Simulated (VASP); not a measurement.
Mg4Be5Zn3S12:

```
Be Mg S Zn
1.0
     5.45014    3.14664    0.00000
     0.00000    6.29328    5.88615
     5.45014   -3.14664    5.88615
Be Mg S Zn
5 4 12 3
Direct
  0.16178 0.50378 0.50195
  0.17162 0.83118 0.16324
  0.67109 0.66575 0.33178
  0.66723 0.00298 0.99735
  0.08451 0.24924 0.25283
  0.66294 0.33874 0.67039
  0.07628 0.58586 0.91572
  0.57921 0.42123 0.08591
  0.58657 0.74816 0.74774
  0.97777 0.35856 0.02176
  0.98035 0.68993 0.68949
  0.98214 0.02156 0.35513
  0.47742 0.52033 0.85705
  0.47443 0.85442 0.52009
  0.48295 0.19127 0.19082
  0.89728 0.43557 0.44118
  0.89058 0.77347 0.10513
  0.89691 0.10492 0.77201
  0.39332 0.60503 0.27946
  0.39575 0.93562 0.94258
  0.39335 0.27117 0.60647
  0.16204 0.16906 0.83372
  0.08067 0.91185 0.58647
  0.57986 0.08552 0.41694
```

* Program: VASP 6.6.1
* Task: relaxation of cell and atoms
* Functional: PBE
* Potentials or basis: VASP PAW PBE potentials, release 64 (Be, Mg, S, Zn)
* Cutoff: 600 eV
* k mesh: 2 × 2 × 2, shifted
* Occupations: gaussian, width 0.1 eV
* Spin: no spin polarisation

At the start: pressure 11.9 GPa; volume 16.82 Å³/atom.

**Question.** How do energy, volume and symmetry change on relaxing?

**Answer.** Over 16 steps the energy falls by 196.2 meV/atom and the volume is 18.51 Å³/atom (+10.0 %); space group P1 (No. 1, to 0.1 Å) before and after.

Step by step:
| step | energy change (eV) | largest force (eV/Å) | pressure (GPa) | volume (Å³) |
| --- | --- | --- | --- | --- |
| 1 | 0.0000 | 3.3341 | 11.93 | 403.78 |
| 2 | -3.4171 | 0.8540 | -4.25 | 481.50 |
| 3 | -3.5535 | 1.0809 | -2.26 | 466.48 |
| 4 | -4.1652 | 0.6580 | -1.18 | 456.00 |
| 5 | -4.4559 | 0.6651 | 0.64 | 442.44 |
| 6 | -4.6018 | 0.3264 | 0.12 | 444.48 |
| 7 | -4.6263 | 0.2954 | -0.15 | 445.71 |
| 8 | -4.6663 | 0.1525 | 0.02 | 444.56 |
| 9 | -4.6703 | 0.1882 | 0.12 | 444.07 |
| 10 | -4.6862 | 0.1160 | -0.02 | 444.95 |
| 11 | -4.6909 | 0.1525 | -0.15 | 445.74 |
| 12 | -4.7010 | 0.1130 | 0.05 | 444.38 |
| 13 | -4.7024 | 0.1288 | 0.17 | 443.65 |
| 14 | -4.7063 | 0.0690 | -0.13 | 445.32 |
| 15 | -4.7063 | 0.0672 | -0.14 | 445.37 |
| 16 | -4.7088 | 0.0383 | 0.04 | 444.31 |

Final structure:
```yaml
crystal:
  lattice:
    - [5.56251, 3.21123, 0.03436]
    - [0.01644, 6.45867, 6.13305]
    - [5.64028, -3.28129, 6.20334]
  atoms:
    - { symbol: Be, position: [0.16716, 0.50671, 0.48576] }
    - { symbol: Be, position: [0.16140, 0.84543, 0.18203] }
    - { symbol: Be, position: [0.67320, 0.67434, 0.32875] }
    - { symbol: Be, position: [0.65708, 0.99400, 0.01790] }
    - { symbol: Be, position: [0.08814, 0.25112, 0.24694] }
    - { symbol: Mg, position: [0.68046, 0.32758, 0.64997] }
    - { symbol: Mg, position: [0.07233, 0.59239, 0.92405] }
    - { symbol: Mg, position: [0.56760, 0.41853, 0.10172] }
    - { symbol: Mg, position: [0.58338, 0.75710, 0.75057] }
    - { symbol: S, position: [0.98720, 0.34227, 0.04160] }
    - { symbol: S, position: [0.00403, 0.66979, 0.66567] }
    - { symbol: S, position: [0.98617, 0.03634, 0.34382] }
    - { symbol: S, position: [0.49010, 0.51442, 0.85366] }
    - { symbol: S, position: [0.49465, 0.84503, 0.50400] }
    - { symbol: S, position: [0.45899, 0.17509, 0.18235] }
    - { symbol: S, position: [0.92136, 0.45090, 0.40597] }
    - { symbol: S, position: [0.88464, 0.79172, 0.12580] }
    - { symbol: S, position: [0.88107, 0.07956, 0.79513] }
    - { symbol: S, position: [0.38192, 0.62892, 0.28721] }
    - { symbol: S, position: [0.39785, 0.93136, 0.96886] }
    - { symbol: S, position: [0.36195, 0.28301, 0.59236] }
    - { symbol: Zn, position: [0.16136, 0.16085, 0.84418] }
    - { symbol: Zn, position: [0.08580, 0.91229, 0.57877] }
    - { symbol: Zn, position: [0.57823, 0.08643, 0.40816] }
```

Caveat: the k points lie up to 0.55 Å⁻¹ apart in the final cell.
